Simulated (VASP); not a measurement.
Here is a VASP 6.6.1 calculation.

File INCAR:

```
SYSTEM = GaN
PREC = Accurate ; ENCUT = 520
EDIFF = 1E-6 ; ISMEAR = 0
SIGMA = 0.01 ; LREAL = .FALSE.
LASPH = .TRUE. ; NELM = 80
ALGO = Normal ; ISIF = 2
LWAVE = .FALSE. ; LCHARG = .TRUE.
GGA = PE ; LELF = .TRUE.
LVHAR = .TRUE. ; NBANDS = 26
```

The input KPOINTS:

```
Automatic mesh
0
G
  9 9 4
  0 0 0
```

File POSCAR:

```
GaN
1.0
    3.2572836807      0.0000000000      0.0000000000
   -1.6286418403      2.8208904148      0.0000000000
    0.0000000000      0.0000000000      4.7809428098
Ga N
2 2
Direct
    0.3333333333      0.6666666667      0.2500000000
    0.6666666667      0.3333333333      0.7500000000
    0.6666666667      0.3333333333      0.2500000000
    0.3333333333      0.6666666667      0.7500000000
```

Potentials or basis: VASP PAW PBE potentials, release 64 (Ga_d, N).

Command:

```console
$ cat potpaw_PBE.64/Ga_d/POTCAR potpaw_PBE.64/N/POTCAR > POTCAR
$ mpirun -np 1 vasp_std > vasp.out
```

Question: What does it give for the band gap on the k mesh?

Answer: 1.69 eV, direct.

Question: What does it give for the pressure?

Answer: 12.3 GPa.

Stress tensor (GPa, compression positive):
```
14.74  0.00  0.00
 0.00 14.74  0.00
 0.00  0.00  7.35
```
